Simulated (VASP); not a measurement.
# SiC (R3m) in VASP: a series of runs

The runs below take SiC through single point, with PBE.

All numbers are computed with VASP 6.6.1; they aren't measurements. Logs are shortened: lines on timing, memory, paths and dates and some standing lists are left out, and cuts for length are marked.

### 1 The cell of the first run

Symmetry: R3m, No. 160, trigonal system. Conventional cell: a = 2.933 Å, b = 2.933 Å, c = 7.783 Å, α = 90.00°, β = 90.00°, γ = 120.00°. Si (site symmetry 3m) has 4 C at 1.81 to 1.95 Å within 2.4 Å. C (site symmetry 3m) has 4 Si at 1.81 to 1.95 Å within 2.4 Å.

### 2 Single point, PBE

File INCAR:

```
SYSTEM = SiC
ALGO     = Normal         ! electronic algorithm
EDIFF    = 1E-7           ! SCF threshold, eV
ENCUT    = 520            ! plane-wave cutoff, eV
GGA      = PE             ! functional
ISIF     = 2              ! what is computed and relaxed
ISMEAR   = 0              ! smearing method
LASPH    = .True.         ! aspherical terms in the spheres
LCHARG   = .False.        ! write CHGCAR
LREAL    = .False.        ! projectors in reciprocal space
LWAVE    = .False.        ! write WAVECAR
NBANDS   = 11             ! bands
NELM     = 100            ! most SCF steps
PREC     = Accurate       ! precision mode
SIGMA    = 0.05           ! smearing width, eV
```

File KPOINTS:

```
k-points
0
Gamma
  12 12 12
  0 0 0
```

File POSCAR:

```
SiC
1.0
    0.0000000000      2.0736289884      2.0736289884
    2.0736289884      0.0000000000      2.0736289884
    2.1890610021      2.1890610021     -0.1154320137
Si C
1 1
Direct
    0.0000000000      0.0000000000      0.0000000000
    0.7500000000      0.7500000000      0.7500000000
```

Potentials or basis: VASP PAW PBE potentials, release 64 (Si, C).

Launch:

```
$ cat potpaw_PBE.64/Si/POTCAR potpaw_PBE.64/C/POTCAR > POTCAR
$ mpirun -np 1 vasp_std > vasp.out
```

OUTCAR:

```text
SYSTEM = SiC
   EDIFF = 1E-7
   ENCUT = 520
   GGA = PE
   ISIF = 2
   ISMEAR = 0
   LASPH = .True.
   LREAL = .False.
   NELM = 100
   PREC = Accurate

 ion  position               nearest neighbor table
   1  0.000  0.000  0.000-   2 1.81   2 1.81   2 1.81   2 1.95
   2  0.750  0.750  0.750-   1 1.81   1 1.81   1 1.81   1 1.95

  LATTYP: Found a trigonal (rhomboedric) cell.
 ALAT       =     3.0979510473
 COS(alpha) =     0.5519638990

  Lattice vectors:

 A1 = (   2.1890610021,   0.1154320137,  -2.1890610021)
 A2 = (   0.1154320137,   2.1890610021,  -2.1890610021)
 A3 = (   2.1890610021,   2.1890610021,  -0.1154320137)

Analysis of symmetry for initial positions (statically):
=====================================================================
 Subroutine PRICEL returns:
 Original cell was already a primitive cell.

 Routine SETGRP: Setting up the symmetry group for a
 trigonal (rhombohedral) supercell.

 Subroutine GETGRP returns: Found  6 space group operations
 (whereof  6 operations were pure point group operations)
 out of a pool of 12 trial point group operations.

The static configuration has the point symmetry C_3v.

Analysis of symmetry for dynamics (positions and initial velocities):
=====================================================================
 Subroutine PRICEL returns:
 Original cell was already a primitive cell.

 Routine SETGRP: Setting up the symmetry group for a
 trigonal (rhombohedral) supercell.

 Subroutine GETGRP returns: Found  6 space group operations
 (whereof  6 operations were pure point group operations)
 out of a pool of 12 trial point group operations.

The dynamic configuration has the point symmetry C_3v.

 Subroutine INISYM returns: Found  6 space group operations
 (whereof  6 operations are pure point group operations),
 and found     1 'primitive' translations

----------------------------------------------------------------------------------------

                                     Primitive cell

  volume of cell :      19.3220

  direct lattice vectors                    reciprocal lattice vectors
     0.000000000  2.073628988  2.073628988    -0.234929115  0.247317230  0.234929115
     2.073628988  0.000000000  2.073628988     0.247317230 -0.234929115  0.234929115
     2.189061002  2.189061002 -0.115432014     0.222540999  0.222540999 -0.222540999

  length of vectors
     2.932554239  2.932554239  3.097951047     0.414184971  0.414184971  0.385452317

  position of ions in fractional coordinates (direct lattice)
     0.000000000  0.000000000  0.000000000
     0.750000000  0.750000000  0.750000000

  ion indices of the primitive-cell ions
   primitive index   ion index
                 1           1
                 2           2

----------------------------------------------------------------------------------------

 KPOINTS: k-points

Automatic generation of k-mesh.
 Grid dimensions read from file:
 generate k-points for:   12   12   12

 Generating k-lattice:

  Cartesian coordinates                     Fractional coordinates (reciprocal lattice)
    -0.019577426  0.020609769  0.019577426     0.083333333  0.000000000 -0.000000000
     0.020609769 -0.019577426  0.019577426     0.000000000  0.083333333 -0.000000000
     0.018545083  0.018545083 -0.018545083     0.000000000  0.000000000  0.083333333

  Length of vectors
     0.034515414  0.034515414  0.032121026

  Shift w.r.t. Gamma in fractional coordinates (k-lattice)
     0.000000000  0.000000000  0.000000000

 Subroutine IBZKPT returns following result:
 ===========================================

 Found    189 irreducible k-points:

 Following reciprocal coordinates:
            Coordinates               Weight
  0.000000  0.000000  0.000000      1.000000
  0.083333  0.000000  0.000000      6.000000
  0.166667  0.000000 -0.000000      6.000000
  0.250000  0.000000  0.000000      6.000000
  0.333333  0.000000  0.000000      6.000000
  0.416667  0.000000  0.000000      6.000000
[... 16 lines left out ...]
  0.500000  0.166667  0.000000     12.000000
 -0.416667  0.166667  0.000000     12.000000
 [... further k-points ...]
   k-points           NKPTS =    189   k-points in BZ     NKDIM =    189   number of bands    NBANDS=     11
   number of dos      NEDOS =    301   number of ions     NIONS =      2
   total plane-waves  NPLWV =  13824
   dimension x,y,z NGX =    24 NGY =   24 NGZ =   24
   dimension x,y,z NGXF=    48 NGYF=   48 NGZF=   48
   ions per type =               1   1
   NGX,Y,Z   is equivalent  to a cutoff of  13.61, 13.61, 12.88 a.u.
   NGXF,Y,Z  is equivalent  to a cutoff of  27.21, 27.21, 25.76 a.u.
 SYSTEM =  SiC
   PREC   = accura    normal or accurate (medium, high low for compatibility)
   ISTART =      0    job   : 0-new  1-cont  2-samecut
   ICHARG =      2    charge: 1-file 2-atom 10-const
   ISPIN  =      1    spin polarized calculation?
   LNONCOLLINEAR =      F non collinear calculations
[... 33 lines left out ...]
   LEPSILON=     F    determine dielectric tensor
   LRPA    =     F    only Hartree local field effects (RPA)
 non-spin polarized calculation
 Gauss-broadening in eV      SIGMA  =   0.05
  energy-cutoff  :      520.00
  volume of cell :       19.32
 maximum number of plane-waves:       543
 NGX is ok and might be reduce to    24

 number of electron       7.9999999 magnetization

 Free energy of the ion-electron system (eV)
  ---------------------------------------------------
  ext. energy  EPLUGINS =         0.00000000
  ---------------------------------------------------
  free energy    TOTEN  =       -14.79546774 eV

  energy without entropy =      -14.79546774  energy(sigma->0) =      -14.79546774

 E-fermi :   9.3871     XC(G=0): -11.6557

 val. band max:        9.0963726666   @ k =   0.0000   0.0000   0.0000
 cond. band min:      10.0821805762   @ k =   0.5000   0.5000   0.0000
 fundamental gap:      0.9858079096
 Fermi energy:         9.3870519487

 k-point     1 :       0.0000    0.0000    0.0000
  band No.  band energies     occupation
      1      -7.0763      2.00000
      2       8.4623      2.00000
      3       9.0964      2.00000
      4       9.0964      2.00000
      5      14.1286      0.00000
      6      17.3171      0.00000
      7      17.3856      0.00000
      8      17.3856      0.00000
      9      23.8796      0.00000
     10      23.8796      0.00000
     11      26.0645      0.00000

 k-point     2 :       0.0833    0.0000    0.0000
  band No.  band energies     occupation
      1      -6.9268      2.00000
      2       8.1972      2.00000
      3       8.5766      2.00000
      4       8.9769      2.00000
      5      14.3174      0.00000
      6      17.1382      0.00000
      7      17.5793      0.00000
      8      17.8516      0.00000
      9      22.7842      0.00000
     10      23.1781      0.00000
     11      26.0172      0.00000

 k-point     3 :       0.1667    0.0000   -0.0000
  band No.  band energies     occupation
      1      -6.4825      2.00000
      2       6.6801      2.00000
      3       8.2289      2.00000
      4       8.6812      2.00000
      5      14.6357      0.00000
      6      16.8926      0.00000
      7      17.8933      0.00000
      8      18.6932      0.00000
      9      21.6581      0.00000
     10      22.5242      0.00000
     11      25.1865      0.00000

 k-point     4 :       0.2500    0.0000    0.0000
  band No.  band energies     occupation
      1      -5.7569      2.00000
      2       4.6922      2.00000
      3       7.9733      2.00000
      4       8.3328      2.00000
      5      14.7047      0.00000
      6      16.6738      0.00000
      7      17.7890      0.00000
      8      19.1770      0.00000
      9      21.6631      0.00000
     10      23.0182      0.00000
     11      24.8081      0.00000
[... 239 lines left out ...]
 k-point    22 :       0.4167    0.1667    0.0000
  band No.  band energies     occupation
      1      -4.0063      2.00000
      2       2.4827      2.00000
      3       6.4254      2.00000
      4       6.7080      2.00000
      5      13.5118      0.00000
      6      17.0939      0.00000
      7      18.4382      0.00000
      8      19.8278      0.00000
      9      22.7769      0.00000
     10      26.3470      0.00000
     11      28.0963      0.00000

 k-point    23 :       0.5000    0.1667    0.0000
  band No.  band energies     occupation
      1      -2.9722      2.00000
      2       0.9727      2.00000
      3       5.9731      2.00000
      4       6.8258      2.00000
      5      13.5406      0.00000
      6      16.7772      0.00000
      7      18.0374      0.00000
      8      20.8051      0.00000
      9      23.5406      0.00000
     10      26.6378      0.00000
     11      28.0398      0.00000

 k-point    24 :      -0.4167    0.1667    0.0000
  band No.  band energies     occupation
      1      -2.6760      2.00000
      2       0.5872      2.00000
      3       5.6852      2.00000
      4       7.1300      2.00000
      5      13.8810      0.00000
      6      16.4343      0.00000
      7      17.7615      0.00000
      8      20.7643      0.00000
      9      24.2378      0.00000
     10      25.3296      0.00000
     11      28.1960      0.00000

 [... further k-points ...]
[... 5 lines left out ...]
  --------------------------------------------------------------------------------------
  -------------------------------------------------------------------------------------
  Total        2.7648219      2.7648219      2.7648219     -1.9978950      1.9978950      1.9978950
  in kB      229.2586185    229.2586185    229.2586185   -165.6651510    165.6651510    165.6651510
  external PRESSURE =     229.2586185 kB  Pullay stress =       0.0000000 kB

 VOLUME and BASIS-vectors are now :
 -----------------------------------------------------------------------------
  energy-cutoff  :      520.00
  volume of cell :       19.32
      direct lattice vectors                 reciprocal lattice vectors
     0.000000000  2.073628988  2.073628988    -0.234929115  0.247317230  0.234929115
     2.073628988  0.000000000  2.073628988     0.247317230 -0.234929115  0.234929115
     2.189061002  2.189061002 -0.115432014     0.222540999  0.222540999 -0.222540999

 POSITION                                       TOTAL-FORCE (eV/Angst)
 -----------------------------------------------------------------------------------
      0.00000      0.00000      0.00000         0.468009      0.468009     -0.468009
      3.19702      3.19702      3.02387        -0.468009     -0.468009      0.468009
 -----------------------------------------------------------------------------------
    total drift:                               -0.000015     -0.000015      0.000015

  FREE ENERGIE OF THE ION-ELECTRON SYSTEM (eV)
  ---------------------------------------------------
  free  energy   TOTEN  =       -14.7954677403 eV

  energy  without entropy=      -14.7954677403  energy(sigma->0) =      -14.79546774
```

It took 17 s on 1 thread of Intel Xeon 6975P-C (Granite Rapids), shared host; peak memory 0.16 GiB.

Results:

```
Free energy            : -14.7955 eV
Pressure               : 22.9 GPa
Largest force          : 0.811 eV/Å
Band gap on the k mesh : 0.99 eV, indirect (least direct gap 4.06 eV)
```

Forces in eV/Å, atoms in the order of the input:
```
Si   0.468  0.468 -0.468
C   -0.468 -0.468  0.468
```

### 3 Single point, PBE

This run uses another cell than the first one, of the same volume but with other edges.

File INCAR:

```
SYSTEM = SiC
PREC     = Accurate       ! precision mode
ENCUT    = 520            ! plane-wave cutoff, eV
EDIFF    = 1E-7           ! SCF threshold, eV
ISMEAR   = 0              ! smearing method
SIGMA    = 0.05           ! smearing width, eV
LREAL    = .FALSE.        ! projectors in reciprocal space
LASPH    = .TRUE.         ! aspherical terms in the spheres
NELM     = 100            ! most SCF steps
ALGO     = Normal         ! electronic algorithm
ISIF     = 2              ! what is computed and relaxed
LWAVE    = .FALSE.        ! write WAVECAR
LCHARG   = .FALSE.        ! write CHGCAR
GGA      = PE             ! functional
NBANDS   = 11             ! bands
```

File KPOINTS:

```
Automatic mesh
0
G
  12 12 12
  0 0 0
```

File POSCAR:

```
SiC
1.0
    0.0000000000      2.1874600342      2.1874600342
    2.1874600342      0.0000000000      2.1874600342
    2.0751704191      2.0751704191      0.1122896151
Si C
1 1
Direct
    0.0000000000      0.0000000000      0.0000000000
    0.7500000000      0.7500000000      0.7500000000
```

Potentials or basis: VASP PAW PBE potentials, release 64 (Si, C).

Launch:

```
$ cat potpaw_PBE.64/Si/POTCAR potpaw_PBE.64/C/POTCAR > POTCAR
$ mpirun -np 1 vasp_std > vasp.out
```

Run time: 15 s. Hardware: 1 thread of Intel Xeon 6975P-C (Granite Rapids), shared host; peak memory 0.16 GiB.

Results (log left out):

```yaml
Free_energy: -14.7816 eV
Pressure: 23.2 GPa
Largest_force: 1.538 eV/Å
Band_gap_on_the_k_mesh: 0.91 eV, indirect (least direct gap 3.98 eV)
```

Forces in eV/Å, atoms in the order of the input:
```
Si  -0.888 -0.888  0.888
C    0.888  0.888 -0.888
```

Stress tensor (GPa, compression positive):
```
 23.15  18.74 -18.74
 18.74  23.15 -18.74
-18.74 -18.74  23.15
```

Levels at points of the mesh, in eV from the valence-band top:
```
           k point  band 2  band 3  band 4  band 5  band 6  band 7
(0.00, 0.00, 0.00)   -0.43   -0.43    0.00    5.97    6.91    6.91
(0.50, 0.00, 0.00)   -9.25   -1.20   -1.11    6.04    6.91    8.20
(0.50, 0.50, 0.00)   -8.27   -4.04   -3.08    0.91    4.47   13.96
(0.00, 0.00, 0.50)   -8.97   -1.82   -1.82    4.63    6.52    6.52
```

Caveat: forces of over 1 eV/Å act on the atoms, so gaps and moduli don't describe the material at rest. A k mesh can miss the band edges.

### 4 Single point, PBE

This run uses another cell than the first one, of 10.08 Å³/atom, 1.043 times its volume.

File INCAR:

```
PREC = Accurate
ENCUT = 520
EDIFF = 1E-6
ISMEAR = 0
SIGMA = 0.05
LREAL = False
LASPH = True
NELM = 100
ALGO = Normal
ISIF = 2
LWAVE = False
LCHARG = True
GGA = PE
LELF = True
LVHAR = True
NBANDS = 11
```

File KPOINTS:

```
Automatic mesh
0
Gamma
  12 12 12
```

File POSCAR:

```
SiC
1.0
    0.0000000000      2.1032532388      2.1032532388
    2.1032532388      0.0000000000      2.1032532388
    2.2203343358      2.2203343358     -0.1170810970
Si C
1 1
Direct
    0.0000000000      0.0000000000      0.0000000000
    0.7500000000      0.7500000000      0.7500000000
```

Launch:

```
$ cat potpaw_PBE.64/Si/POTCAR potpaw_PBE.64/C/POTCAR > POTCAR
$ mpirun -np 1 vasp_std > vasp.out
```

Wall time 14 s (1 thread of Intel Xeon 6975P-C (Granite Rapids), shared host); peak memory 0.16 GiB.

The run converged. Its results:

```
Free energy            : -14.8845 eV
Pressure               : 11.3 GPa
Largest force          : 0.600 eV/Å
Band gap on the k mesh : 1.05 eV, indirect (least direct gap 4.04 eV)
```

Forces on the atoms (eV/Å):
```
Si   0.347  0.347 -0.347
C   -0.347 -0.347  0.347
```

Stress tensor (GPa, compression positive):
```
 11.33 -14.83  14.83
-14.83  11.33  14.83
 14.83  14.83  11.33
```

Levels at points of the mesh, in eV from the valence-band top:
```
           k point  band 1  band 2  band 3  band 4  band 5  band 6  band 7  band 8  band 9
(0.00, 0.00, 0.00)  -15.81   -0.59    0.00    0.00    4.73    7.79    7.97    7.97   14.54
(0.50, 0.00, 0.00)  -11.93   -8.82   -1.44   -1.32    4.89    6.52    7.55    9.91   15.57
(0.50, 0.50, 0.00)  -10.68   -8.05   -3.78   -2.99    1.05    4.38   13.54   13.94   15.53
(0.00, 0.00, 0.50)  -12.78   -8.98   -0.78   -0.78    6.68    7.85    7.85   10.29   16.08
```

A k mesh can miss the band edges.

### 5 Single point, PBE

This run uses another cell than the first one, of 10.08 Å³/atom, 1.043 times its volume.

File INCAR:

```
  PREC = Accurate
  ENCUT = 520
  EDIFF = 1E-6
  ISMEAR = 0
  SIGMA = 0.05
  LREAL = False
  LASPH = True
  NELM = 80
  ALGO = Normal
  ISIF = 2
  LWAVE = False
  LCHARG = False
  GGA = PE
  NBANDS = 11
```

File KPOINTS:

```
regular mesh
0
Gamma
  12 12 12
```

File POSCAR:

```
SiC
1.0
    0.0000000000      2.2187104961      2.2187104961
    2.2187104961      0.0000000000      2.2187104961
    2.1048166907      2.1048166907      0.1138938055
Si C
1 1
Direct
    0.0000000000      0.0000000000      0.0000000000
    0.7500000000      0.7500000000      0.7500000000
```

Launch:

```
$ cat potpaw_PBE.64/Si/POTCAR potpaw_PBE.64/C/POTCAR > POTCAR
$ mpirun -np 1 vasp_std > vasp.out
```

It took 13 s on 1 thread of Intel Xeon 6975P-C (Granite Rapids), shared host; peak memory 0.16 GiB.

The run converged. Its results:

```
Free energy            : -14.8718 eV
Pressure               : 11.5 GPa
Largest force          : 1.280 eV/Å
Band gap on the k mesh : 0.98 eV, indirect (least direct gap 3.97 eV)
```

Forces in eV/Å, atoms in the order of the input:
```
Si  -0.739 -0.739  0.739
C    0.739  0.739 -0.739
```

Stress tensor (GPa, compression positive):
```
 11.53  16.75 -16.75
 16.75  11.53 -16.75
-16.75 -16.75  11.53
```

Levels at points of the mesh, in eV from the valence-band top:
| k point | band 2 | band 3 | band 4 | band 5 | band 6 | band 7 |
| --- | --- | --- | --- | --- | --- | --- |
| (0.00, 0.00, 0.00) | -0.38 | -0.38 | 0.00 | 5.56 | 6.65 | 6.65 |
| (0.50, 0.00, 0.00) | -8.97 | -1.15 | -1.09 | 5.67 | 6.76 | 8.00 |
| (0.50, 0.50, 0.00) | -8.10 | -3.91 | -2.99 | 0.98 | 4.34 | 13.47 |
| (0.00, 0.00, 0.50) | -8.72 | -1.77 | -1.77 | 4.30 | 6.41 | 6.41 |

Caveat: forces of over 1 eV/Å act on the atoms, so gaps and moduli don't describe the material at rest. A k mesh can miss the band edges.

### 6 Single point, PBE

This run uses another cell than the first one, of 10.50 Å³/atom, 1.087 times its volume.

File INCAR:

```
SYSTEM = SiC
ALGO = Normal
EDIFF = 1E-6
ENCUT = 520
GGA = PE
ISIF = 2
ISMEAR = 0
LASPH = .TRUE.
LCHARG = .FALSE.
LREAL = .FALSE.
LWAVE = .FALSE.
NBANDS = 11
NELM = 80
PREC = Accurate
SIGMA = 0.05
```

File KPOINTS:

```
k-points
0
G
  12 12 12
  0 0 0
```

File POSCAR:

```
SiC
1.0
    0.0000000000      2.1320637986      2.1320637986
    2.1320637986      0.0000000000      2.1320637986
    2.2507486834      2.2507486834     -0.1186848848
Si C
1 1
Direct
    0.0000000000      0.0000000000      0.0000000000
    0.7500000000      0.7500000000      0.7500000000
```

Potentials or basis: VASP PAW PBE potentials, release 64 (Si, C).

Launch:

```
$ cat potpaw_PBE.64/Si/POTCAR potpaw_PBE.64/C/POTCAR > POTCAR
$ mpirun -np 1 vasp_std > vasp.out
```

Run time: 48 s. Hardware: 1 thread of Intel Xeon 6975P-C, shared host; peak memory 0.16 GiB.

The run converged. Its results:

```yaml
Free_energy: -14.9183 eV
Pressure: 1.8 GPa
Largest_force: 0.416 eV/Å
Band_gap_on_the_k_mesh: 1.10 eV, indirect (least direct gap 4.02 eV)
```

Forces on the atoms (eV/Å):
```
Si   0.240  0.240 -0.240
C   -0.240 -0.240  0.240
```

Stress tensor (GPa, compression positive):
```
  1.79 -13.31  13.31
-13.31   1.79  13.31
 13.31  13.31   1.79
```

Levels at points of the mesh, in eV from the valence-band top:
```tsv
k point	band 1	band 2	band 3	band 4	band 5	band 6	band 7	band 8	band 9
(0.00, 0.00, 0.00)	-15.48	-0.54	0.00	0.00	4.44	7.40	7.67	7.67	14.31
(0.50, 0.00, 0.00)	-11.76	-8.59	-1.40	-1.30	4.57	6.37	7.38	9.71	15.16
(0.50, 0.50, 0.00)	-10.54	-7.91	-3.67	-2.92	1.10	4.25	13.06	13.50	15.01
(0.00, 0.00, 0.50)	-12.58	-8.72	-0.77	-0.77	6.29	7.66	7.66	10.04	15.64
```

A k mesh can miss the band edges.

### 7 Overview

```csv
cell,gap on the mesh (eV),pressure (GPa),largest force (eV/Å)
"a = 2.933, b = 2.933, c = 3.098 Å, angles 61.8, 61.8, 60.0°, 2 atoms",0.99,22.9,0.81
"a = 3.094, b = 3.094, c = 2.937 Å, angles 58.2, 58.2, 60.0°, 2 atoms",0.91,23.2,1.54
"a = 2.974, b = 2.974, c = 3.142 Å, angles 61.8, 61.8, 60.0°, 2 atoms",1.05,11.3,0.60
"a = 3.138, b = 3.138, c = 2.979 Å, angles 58.2, 58.2, 60.0°, 2 atoms",0.98,11.5,1.28
"a = 3.015, b = 3.015, c = 3.185 Å, angles 61.8, 61.8, 60.0°, 2 atoms",1.10,1.8,0.42
```

Alike in all rows: task single point; level PBE; potentials or basis VASP PAW PBE potentials, release 64 (Si, C); no spin polarisation; k mesh 12 × 12 × 12; cutoff (eV) 520; smearing gaussian 0.05 eV.

Caveats: forces of over 1 eV/Å act on the atoms, so gaps and moduli don't describe the material at rest (some runs).

Total energies depend on the potentials used, so only differences within one code and one set of settings carry meaning.
